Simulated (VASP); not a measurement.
Input of a VASP 6.6.1 run:

File POSCAR:

```
LiCl
1.0
    0.0000000000      2.5006410000      2.5006410000
    2.5006410000      0.0000000000      2.5006410000
    2.5006410000      2.5006410000      0.0000000000
Li Cl
1 1
Direct
    0.0000000000      0.0000000000      0.0000000000
    0.5000000000      0.5000000000      0.5000000000
```

INCAR.step1

```
SYSTEM = LiCl
PREC = Accurate
ENCUT = 520
ISMEAR = 0
SIGMA = 0.05
LREAL = .False.
LASPH = .True.
NELM = 60
NBANDS = 12
GGA = PE
ALGO = Normal
EDIFF = 1E-4
LWAVE = .True.
LCHARG = .False.
```

File INCAR.step2:

```
SYSTEM = LiCl
PREC = Accurate
ENCUT = 520
EDIFF = 1E-7
ISMEAR = 0
SIGMA = 0.05
LREAL = .False.
LASPH = .True.
NELM = 60
ALGO = Normal
ISIF = 2
LWAVE = .False.
LCHARG = .False.
METAGGA = R2SCAN
LMIXTAU = .True.
NBANDS = 12
ISTART = 1
```

The input KPOINTS:

```
regular mesh
0
Gamma
  8 8 8
  0 0 0
```

Potentials or basis: VASP PAW PBE potentials, release 64 (Li_sv, Cl).

The run is started by

```console
$ cat potpaw_PBE.64/Li_sv/POTCAR potpaw_PBE.64/Cl/POTCAR > POTCAR
$ cp INCAR.step1 INCAR
$ mpirun -np 1 vasp_std > vasp.out
$ cp INCAR.step2 INCAR
$ mpirun -np 1 vasp_std > vasp.out
```

(1) Estimate the band gap on the k mesh.

Results:

(1) 7.62 eV (least direct gap 7.82 eV).

Caveat: the cell differs from its parent crystal (strain -0.025 along x and y, -0.025 along z).
